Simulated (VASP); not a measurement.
**Hf3Si2: single point with PBEsol**

Hf3Si2:

```
Hf Si
1.0
     6.94158    0.00000    0.00000
     0.00000    6.94158    0.00000
     0.00000    0.00000    3.67917
Hf Si
6 4
Direct
  0.67386 0.82614 0.50000
  0.82614 0.32614 0.50000
  0.32614 0.17386 0.50000
  0.17386 0.67386 0.50000
  0.50000 0.50000 0.00000
  0.00000 0.00000 0.00000
  0.62381 0.12381 0.00000
  0.87619 0.62381 0.00000
  0.12381 0.37619 0.00000
  0.37619 0.87619 0.00000
```

This cell differs from its parent crystal: uniaxial strain along c: +2.0 %.

```json
{"Program": "VASP 6.6.1", "Task": "single point", "Functional": "PBEsol", "Potentials or basis": "VASP PAW PBE potentials, release 64 (Hf_pv, Si)", "Cutoff": "520 eV", "k mesh": "6 × 6 × 10", "Occupations": "gaussian, width 0.1 eV", "Spin": "no spin polarisation"}
```

```
Pressure               : -1.1 GPa
Largest force          : 0.017 eV/Å
Band gap on the k mesh : zero (bands 38 and 39 overlap by 1.26 eV)
```

Forces in eV/Å, atoms in the order of the input:
```
Hf  -0.012  0.012  0.000
Hf   0.012  0.012  0.000
Hf   0.012 -0.012  0.000
Hf  -0.012 -0.012  0.000
Hf   0.000  0.000  0.000
Hf   0.000  0.000  0.000
Si   0.002  0.002  0.000
Si  -0.002  0.002  0.000
Si   0.002 -0.002  0.000
Si  -0.002 -0.002  0.000
```

Stress tensor (GPa, compression positive):
```
-0.22  0.00  0.00
 0.00 -0.22  0.00
 0.00  0.00 -2.87
```

Levels at points of the mesh, in eV from the Fermi level:
```csv
k point,band 34,band 35,band 36,band 37,band 38,band 39,band 40,band 41,band 42,band 43
"(0.00, 0.00, 0.00)",-0.54,-0.54,-0.39,-0.23,-0.22,1.11,1.14,1.48,1.48,1.74
"(0.50, 0.00, 0.00)",-1.26,-0.41,-0.41,0.48,0.48,0.97,0.97,1.56,1.56,1.79
"(0.50, 0.50, 0.00)",-0.91,-0.37,-0.37,-0.07,-0.07,0.13,0.13,1.32,1.32,2.17
"(0.00, 0.00, 0.50)",-1.26,-0.69,-0.04,0.23,0.29,0.29,0.45,0.71,0.96,0.96
"(0.50, 0.00, 0.50)",-1.49,-0.91,-0.91,-0.41,-0.41,-0.06,-0.06,2.05,2.05,2.82
"(0.50, 0.50, 0.50)",-1.33,-1.20,-1.20,-0.60,-0.60,-0.58,-0.58,2.18,2.18,3.61
```

It took 5.4 min on 1 thread of Intel(R) Xeon(R) 6975P-C (Granite Rapids) (shared host), peak memory 0.52 GiB.

Caveat: the cell differs from its parent crystal (uniaxial strain along c: +2.0 %); the PAW data sets were made with another functional, which shifts forces and pressure a little; spin-orbit coupling is left out, which moves the levels of the heavy elements.
